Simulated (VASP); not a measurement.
Wanted: the native input for a VASP 6.6.1 run.

```
Task                   : single point
Functional             : r2SCAN
Potentials or basis    : VASP PAW PBE potentials, release 64 (Rb_sv, Ge_d, F)
Cutoff                 : 520 eV
k mesh                 : 6 × 6 × 6
Occupations            : gaussian, width 0.01 eV
Spin                   : no spin polarisation
Dipole correction      : no
Further INCAR settings : ALGO = Normal; EDIFF = 1e-07; NBANDS = 30
```

RbGeF3:

```
CELL_PARAMETERS angstrom
4.42436 0.08849 0.00000
0.08849 4.42436 0.00000
0.00000 0.00000 4.42436
ATOMIC_POSITIONS crystal
Rb 0.00000 0.00000 0.00000
Ge 0.50000 0.50000 0.50000
F 0.50000 0.50000 0.00000
F 0.50000 0.00000 0.50000
F 0.00000 0.50000 0.50000
```

This cell differs from its parent crystal: shear xy strain +4.0%.

The input as run:

POSCAR

```
RbGeF3
1.0
    4.4243601843      0.0884872037      0.0000000000
    0.0884872037      4.4243601843      0.0000000000
    0.0000000000      0.0000000000      4.4243601843
Rb Ge F
1 1 3
Direct
    0.0000000000      0.0000000000      0.0000000000
    0.5000000000      0.5000000000      0.5000000000
    0.5000000000      0.5000000000      0.0000000000
    0.5000000000      0.0000000000      0.5000000000
    0.0000000000      0.5000000000      0.5000000000
```

INCAR.step1

```
SYSTEM = RbGeF3
PREC = Accurate
ENCUT = 520
ISMEAR = 0
SIGMA = 0.01
LREAL = .FALSE.
LASPH = .TRUE.
NELM = 60
NBANDS = 30
GGA = PE
ALGO = Normal
EDIFF = 1E-4
LWAVE = .TRUE.
LCHARG = .FALSE.
```

INCAR.step2

```
SYSTEM = RbGeF3
PREC = Accurate
ENCUT = 520
EDIFF = 1E-7
ISMEAR = 0
SIGMA = 0.01
LREAL = .FALSE.
LASPH = .TRUE.
NELM = 60
ALGO = Normal
ISIF = 2
LWAVE = .FALSE.
LCHARG = .FALSE.
METAGGA = R2SCAN
LMIXTAU = .TRUE.
NBANDS = 30
ISTART = 1
```

KPOINTS

```
Automatic mesh
0
G
  6 6 6
  0 0 0
```

Potentials or basis: VASP PAW PBE potentials, release 64 (Rb_sv, Ge_d, F).

Command:

```sh
$ cat potpaw_PBE.64/Rb_sv/POTCAR potpaw_PBE.64/Ge_d/POTCAR potpaw_PBE.64/F/POTCAR > POTCAR
$ cp INCAR.step1 INCAR
$ mpirun -np 1 vasp_std > vasp.out
$ cp INCAR.step2 INCAR
$ mpirun -np 1 vasp_std > vasp.out
```

Results of the run:

The pressure is -0.1 GPa and the band gap on the k mesh is 1.91 eV.

Caveat: the cell differs from its parent crystal (shear xy strain +4.0%); the PAW data sets were made with another functional, which shifts forces and pressure a little.

It took 6.7 min on 1 thread of Intel(R) Xeon(R) Platinum 8259CL CPU @ 2.50GHz (Skylake/Cascade Lake) (shared host), peak memory 0.3 GiB.
